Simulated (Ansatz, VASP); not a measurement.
Given: the input of a run of Ansatz 0.2.0 on FeO.

File input.yaml:

```yaml
crystal:
  lattice:
    - [1.5188209023, 0.8768916568, 2.5195772846]
    - [-1.5188209023, 0.8768916568, 2.5195772846]
    - [0.0, -1.7537833136, 2.5195772846]
  atoms:
    - { symbol: Fe, position: [0.0, 0.0, 0.0], spin: 3.0 }
    - { symbol: O, position: [0.5, 0.5, 0.5] }
kpoints:
  mp_grid: { grid: [11, 11, 11] }
scf:
  occupations: { method: gaussian, width: 0.05 }
hamiltonian:
  xc: pbe
  pseudopotentials: { kind: all_electron, lapw: { basis_error: 0.001 } }
magnetization:
  spin_polarized: true
output:
  forces: true
  stress: true
  eigenvalues: true
```

Potentials or basis: all-electron LAPW, scalar-relativistic.

Command:

```sh
$ ansatz run input.yaml --threads 2 --pin off --max-ram 6144MiB --backend cpu --events-out ev --progress --plain --runs-dir out
```

Problem. Set up the same calculation for VASP 6.6.1. Potentials there: VASP PAW PBE potentials, release 64 (Fe, O).

Solution. As run (the cutoff follows the program's own potentials):

The input INCAR:

```
SYSTEM = FeO
PREC = Accurate
ENCUT = 520
EDIFF = 1E-6
ISMEAR = 0
SIGMA = 0.05
LREAL = .FALSE.
LASPH = .TRUE.
NELM = 150
ALGO = Normal
ISIF = 2
LWAVE = .FALSE.
LCHARG = .FALSE.
ISPIN = 2
MAGMOM = 3 0
LORBIT = 11
LMAXMIX = 4
GGA = PE
NBANDS = 18
```

The input KPOINTS:

```
regular mesh
0
G
  11 11 11
  0 0 0
```

File POSCAR:

```
FeO
1.0
    1.5188209023      0.8768916568      2.5195772846
   -1.5188209023      0.8768916568      2.5195772846
    0.0000000000     -1.7537833136      2.5195772846
Fe O
1 1
Direct
    0.0000000000      0.0000000000      0.0000000000
    0.5000000000      0.5000000000      0.5000000000
```

Potentials or basis: VASP PAW PBE potentials, release 64 (Fe, O).

The run is started by

```sh
$ cat potpaw_PBE.64/Fe/POTCAR potpaw_PBE.64/O/POTCAR > POTCAR
$ mpirun -np 1 vasp_std > vasp.out
```

Both were run:

|  | VASP | Ansatz | Ansatz less VASP |
| --- | --- | --- | --- |
| gap on the k mesh at the Fermi level (eV) | none | none | - |
| pressure (GPa) | -1.2 | -1.3 | -0.11 |
| traceless stress, the component that is largest in VASP (GPa) | -0.59 | -0.56 | +0.029 |
| net moment per atom (μB) | 2.00 | 2.00 | +0.001 |
| size of the moment on the site where the two differ most (μB) | 0.30 | 0.32 | +0.020 |

Site moments also hang on the region over which each program counts them. A gap of «none» marks a metal or a gap that the smearing closes. Ansatz ran all-electron here, and VASP with PAW potentials.
